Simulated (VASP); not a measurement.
Wanted: the native input for a VASP 6.6.1 run.

```yaml
Task: relaxation of cell and atoms
Functional: PBE
Potentials_or_basis: VASP PAW PBE potentials, release 64 (Si)
Cutoff: 600 eV
k_mesh: 12 × 12 × 11
Occupations: fermi-dirac, width 0.05 eV
Spin: no spin polarisation
Dipole_correction: no
Further_INCAR_settings: ALGO = Normal; EDIFF = 1e-07; IBRION = 2; EDIFFG = -0.01; NSW = 60; ISIF = 3
```

The structure of Si lies in POSCAR:

```
Si
1.0
    2.6622503000     -0.0362423300     -0.0068309500
   -1.3625119300      2.2317606800      0.0418965100
   -0.0064290300      0.0418196400      2.4877607300
Si
1
Direct
    0.0000000000      0.0000000000      0.0000000000
```

The input as run:

INCAR

```
SYSTEM = Si
  PREC = Accurate
  ENCUT = 600
  EDIFF = 1E-7
  ISMEAR = -1
  SIGMA = 0.05
  LREAL = .False.
  LASPH = .True.
  NELM = 100
  ALGO = Normal
  ISIF = 3
  LWAVE = .False.
  LCHARG = .False.
  GGA = PE
  IBRION = 2
  NSW = 60
  EDIFFG = -0.01
```

KPOINTS

```
regular mesh
0
Gamma
  12 12 11
  0 0 0
```

Potentials or basis: VASP PAW PBE potentials, release 64 (Si).

Launch:

```bash
$ cat potpaw_PBE.64/Si/POTCAR > POTCAR
$ mpirun -np 1 vasp_std > vasp.out
```

Results of the run:

- Relaxed volume: 15.09 Å³/atom
- Relaxed cell: a = 2.708 Å, b = 2.610 Å, c = 2.497 Å, α = 90.02°, β = 89.99°, γ = 121.26°
- Space group after relaxing (to 0.1 Å): Cmmm (No. 65)
- Energy gained by relaxing: 12.3 meV/atom
- Ionic steps: 8
- Pressure after relaxing: 0.0 GPa
- Band gap on the k mesh: zero (bands 2 and 3 overlap by 11.77 eV)

Wall time 77 s on 1 thread of Intel(R) Xeon(R) 6975P-C (Granite Rapids) (shared host), peak memory 0.2 GiB.
